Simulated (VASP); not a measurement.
A run of VASP 6.6.1 is set up as follows.

Contents of INCAR:

```
ALGO     = Normal         # electronic algorithm
EDIFF    = 1E-7           # SCF threshold, eV
EDIFFG   = -0.01          # ionic threshold
ENCUT    = 600            # plane-wave cutoff, eV
GGA      = PS             # functional
IBRION   = 2              # ionic algorithm
ISIF     = 3              # what is computed and relaxed
ISMEAR   = -1             # smearing method
IVDW     = 13             # dispersion correction
LASPH    = T              # aspherical terms in the spheres
LCHARG   = F              # write CHGCAR
LREAL    = F              # projectors in reciprocal space
LWAVE    = F              # write WAVECAR
NELM     = 80             # most SCF steps
NSW      = 60             # ionic steps
PREC     = Accurate       # precision mode
SIGMA    = 0.05           # smearing width, eV
```

KPOINTS

```
k-points
0
Gamma
  8 8 8
```

File POSCAR:

```
PbS
1.0
    2.1126617058      1.2197458045      3.4519162518
   -2.1126617058      1.2197458045      3.4519162518
    0.0000000000     -2.4394916091      3.4519162518
Pb S
1 1
Direct
    0.9805657800      0.9805657800      0.9805657800
    0.4750355500      0.4750355500      0.4750355500
```

Potentials or basis: VASP PAW PBE potentials, release 64 (Pb_d, S).

Run with:

```bash
$ cat potpaw_PBE.64/Pb_d/POTCAR potpaw_PBE.64/S/POTCAR > POTCAR
$ mpirun -np 1 vasp_std > vasp.out
```

Problem. What does it give for the band gap on the k mesh?

Solution. 0.11 eV, indirect (the least direct gap lies 4.4 meV higher).

Problem. What does it give for the dispersion energy per atom?

Solution. -0.227 eV.

Problem. Predict the space group after relaxing (to 0.05 Å).

Solution. Fm-3m (No. 225).

The path:
```csv
step,energy change (eV),largest force (eV/Å),pressure (GPa),volume (Å³)
1,0.0000,0.0059,-3.17,53.37
2,-0.0281,0.0484,1.23,49.40
3,-0.0317,0.0372,0.02,50.34
4,-0.0317,0.0365,-0.06,50.40
5,-0.0318,0.0338,-0.06,50.39
6,-0.0321,0.0261,-0.04,50.37
7,-0.0325,0.0129,-0.02,50.34
8,-0.0326,0.0104,0.06,50.27
9,-0.0327,0.0008,0.01,50.30
```

Caveat: the PAW data sets were made with another functional, which shifts forces and pressure a little; spin-orbit coupling is left out, which moves the levels of the heavy elements. A k mesh can miss the band edges.
